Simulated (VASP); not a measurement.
Here is a VASP 6.6.1 calculation.

The input INCAR:

```
ALGO = Fast ; EDIFF = 1E-6
ENCUT = 520 ; GGA = PS
ISIF = 2 ; ISMEAR = 0
LASPH = T ; LCHARG = T
LELF = T ; LREAL = F
LVHAR = T ; LWAVE = F
NBANDS = 11 ; NELM = 100
PREC = Accurate ; SIGMA = 0.15
```

KPOINTS

```
k-points
0
Gamma
  22 22 22
```

POSCAR

```
Pt
1.0
   -0.6844471944      1.6111999442      1.6111999442
    1.6111999442     -0.6844471944      1.6111999442
    1.6111999442      1.6111999442     -0.6844471944
Pt
1
Direct
    0.0000000000      0.0000000000      0.0000000000
```

Potentials or basis: VASP PAW PBE potentials, release 64 (Pt).

The run is started by

```console
$ cat potpaw_PBE.64/Pt/POTCAR > POTCAR
$ mpirun -np 1 vasp_std > vasp.out
```

Estimate the band gap on the k mesh.

zero (bands 5 and 6 overlap by 5.61 eV).

What does it give for the pressure?

107.4 GPa.

Stress tensor (GPa, compression positive):
```
107.37   2.65   2.65
  2.65 107.37   2.65
  2.65   2.65 107.37
```

Caveat: the cell stands under pressure; the PAW data sets were made with another functional, which shifts forces and pressure a little; spin-orbit coupling is left out, which moves the levels of the heavy elements.
